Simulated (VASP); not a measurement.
## LiCd: single point with LDA

Crystal: LiCd.

```xyz
4
Lattice="0.0000 3.3324 3.3324 3.3324 0.0000 3.3324 3.3324 3.3324 0.0000" Properties=species:S:1:pos:R:3 pbc="T T T"
Li    1.6662    1.6662    1.6662
Li    0.0000    0.0000    0.0000
Cd    4.9986    4.9986    4.9986
Cd    3.3324    3.3324    3.3324
```

- Program: VASP 6.6.1
- Task: single point
- Functional: LDA
- Potentials or basis: VASP PAW LDA potentials, release 64 (Li_sv, Cd)
- Cutoff: 520 eV
- k mesh: 8 × 8 × 8, shifted
- Occupations: gaussian, width 0.02 eV
- Spin: collinear spin, zero start
- Starting moments: [0.0, 0.0, 0.0, 0.0] μB
- Dipole correction: no
- Further INCAR settings: ALGO = Normal; EDIFF = 1e-06; NBANDS = 27; ISYM = 0

```yaml
Band_gap_on_the_k_mesh: zero (filled and empty bands overlap)
Net_moment: 0.00 μB per cell
Valence_electrons_inside_the_program's_atomic_spheres: Li 2.08; Cd 10.36
```

Levels at points of the mesh, in eV from the Fermi level:
Spin up:
```tsv
k point	band 11	band 12	band 13	band 14	band 15	band 16	band 17	band 18	band 19	band 20
(0.06, 0.06, 0.06)	-8.15	-8.15	-7.12	2.24	2.86	2.86	3.82	3.82	3.87	4.73
```
Spin down:
```
           k point  band 12  band 13  band 14  band 15  band 16  band 17  band 18  band 19
(0.06, 0.06, 0.06)    -8.15    -7.12     2.24     2.86     2.86     3.82     3.82     3.87
```

Wall time 39 min on 1 thread of Intel(R) Xeon(R) Platinum 8259CL CPU @ 2.50GHz (Skylake/Cascade Lake), on a shared host, peak memory 2.3 GiB.
